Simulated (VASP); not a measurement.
A run of VASP 6.6.1:

File INCAR:

```
SYSTEM = W
PREC     = Accurate       ! precision mode
ENCUT    = 520            ! plane-wave cutoff, eV
EDIFF    = 1E-6           ! SCF threshold, eV
ISMEAR   = -1             ! smearing method
SIGMA    = 0.1            ! smearing width, eV
LREAL    = .FALSE.        ! projectors in reciprocal space
LASPH    = .TRUE.         ! aspherical terms in the spheres
NELM     = 60             ! most SCF steps
ALGO     = Normal         ! electronic algorithm
ISIF     = 2              ! what is computed and relaxed
LWAVE    = .FALSE.        ! write WAVECAR
LCHARG   = .FALSE.        ! write CHGCAR
GGA      = CA             ! functional
NBANDS   = 13             ! bands
```

File KPOINTS:

```
Automatic mesh
0
G
  20 20 20
  0 0 0
```

Contents of POSCAR:

```
W
1.0
   -1.5676867250      1.5676867250      1.5676867250
    1.5676867250     -1.5676867250      1.5676867250
    1.5676867250      1.5676867250     -1.5676867250
W
1
Direct
    0.0000000000      0.0000000000      0.0000000000
```

Potentials or basis: VASP PAW LDA potentials, release 64 (W_sv).

Command:

```bash
$ cat potpaw_LDA.64/W_sv/POTCAR > POTCAR
$ mpirun -np 1 vasp_std > vasp.out
```

Hardware: 1 thread of AMD EPYC 7R43 64-Core Processor (Zen 3), with other jobs on the host.

Q: How long does it take, and how much memory?

A: Wall time 42 s on 1 thread of AMD EPYC 7R43 64-Core Processor (Zen 3), on a shared host, peak memory 0.12 GiB. Counts: scf iterations 11, k points 256.
